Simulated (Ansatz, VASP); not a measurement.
# CuO in VASP and in Ansatz

```
Cu O
1.0
     2.34185   -1.71130    0.00000
     4.68370    3.42260    0.00000
    -0.85003    0.00000    5.05787
Cu O
4 4
Direct
  0.00000 0.25000 0.00000
  0.50000 0.00000 0.50000
  0.00000 0.75000 0.00000
  0.50000 0.50000 0.50000
  0.58160 0.20920 0.25000
  0.41840 0.29080 0.75000
  0.58160 0.70920 0.25000
  0.41840 0.79080 0.75000
```

Alike in both runs: task single point; functional PBEsol; k mesh 7 × 4 × 4; occupations gaussian, width 0.05 eV; collinear spin; Hubbard terms Cu d U = 7.0 eV.

|  | VASP | Ansatz |
| --- | --- | --- |
| version | VASP 6.6.1 | Ansatz 0.2.0 |
| potentials or method | VASP PAW PBE potentials, release 64 (Cu, O), cutoff 520 eV | scalar-relativistic, plane waves, PAW |
| valence electrons in the cell | 68 | 100 |

|  | VASP | Ansatz | Ansatz less VASP |
| --- | --- | --- | --- |
| gap on the k mesh at the Fermi level (eV) | 1.39 | 0.70 | -0.687 |
| least direct gap on the mesh (eV) | 1.49 | 0.83 | -0.660 |
| pressure (GPa) | -6.3 | 0.7 | +6.93 |
| rms of the force components (eV/Å) | 0.085 | 0.112 | +0.0274 |
| net moment per atom (μB) | 0.00 | 0.00 | 0.000 |
| size of the moment on the site where the two differ most (μB) | 0.69 | 0.60 | -0.087 |

VASP's potentials were made for PBE, not for PBEsol. Site moments also hang on the region over which each program counts them. The programs project onto different local orbitals, so the same U acts differently, and such runs can settle in different states. VASP's potentials hold 68 valence electrons a cell and Ansatz's 100, so a difference there can come from the potentials and not from the codes. Ansatz's warnings: specified occupation not kept, symmetry narrowed by occupation matrices.
